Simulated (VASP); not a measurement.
Wanted: the native input for a VASP 6.6.1 run.

```yaml
Task: single point
Functional: revPBE
Dispersion: D3(BJ)
Potentials_or_basis: VASP PAW PBE potentials, release 64 (Cd, S)
Cutoff: 520 eV
k_mesh: 8 × 8 × 8
Occupations: fermi-dirac, width 0.05 eV
Spin: no spin polarisation
Dipole_correction: no
Further_INCAR_settings: ALGO = Normal; EDIFF = 1e-07; NBANDS = 16
```

The structure of CdS lies in POSCAR:

```
CdS
1.0
    0.0000000000      2.6985587862      2.6985587862
    2.6985587862      0.0000000000      2.6985587862
    2.6985587862      2.6985587862      0.0000000000
Cd S
1 1
Direct
    0.0000000000      0.0000000000      0.0000000000
    0.5000000000      0.5000000000      0.5000000000
```

The input as run:

INCAR

```
ALGO     = Normal         # electronic algorithm
EDIFF    = 1E-7           # SCF threshold, eV
ENCUT    = 520            # plane-wave cutoff, eV
GGA      = RE             # functional
ISIF     = 2              # what is computed and relaxed
ISMEAR   = -1             # smearing method
IVDW     = 12             # dispersion correction
LASPH    = T              # aspherical terms in the spheres
LCHARG   = T              # write CHGCAR
LELF     = T              # ELF
LREAL    = F              # projectors in reciprocal space
LVHAR    = T            
LWAVE    = F              # write WAVECAR
NBANDS   = 16             # bands
NELM     = 100            # most SCF steps
PREC     = Accurate       # precision mode
SIGMA    = 0.05           # smearing width, eV
```

KPOINTS

```
k-points
0
Gamma
  8 8 8
```

Potentials or basis: VASP PAW PBE potentials, release 64 (Cd, S).

Command:

```sh
$ cat potpaw_PBE.64/Cd/POTCAR potpaw_PBE.64/S/POTCAR > POTCAR
$ mpirun -np 1 vasp_std > vasp.out
```

Results of the run:

```json
{"Pressure": "0.5 GPa", "Band gap on the k mesh": "0.33 eV, indirect (least direct gap 2.03 eV)", "Dispersion energy per atom": "-0.774 eV"}
```

Caveat: the PAW data sets were made with another functional, which shifts forces and pressure a little.

Run time: 11 s on 1 thread of AMD EPYC 9R45 96-Core Processor (Zen 5), on a shared host, peak memory 0.14 GiB.
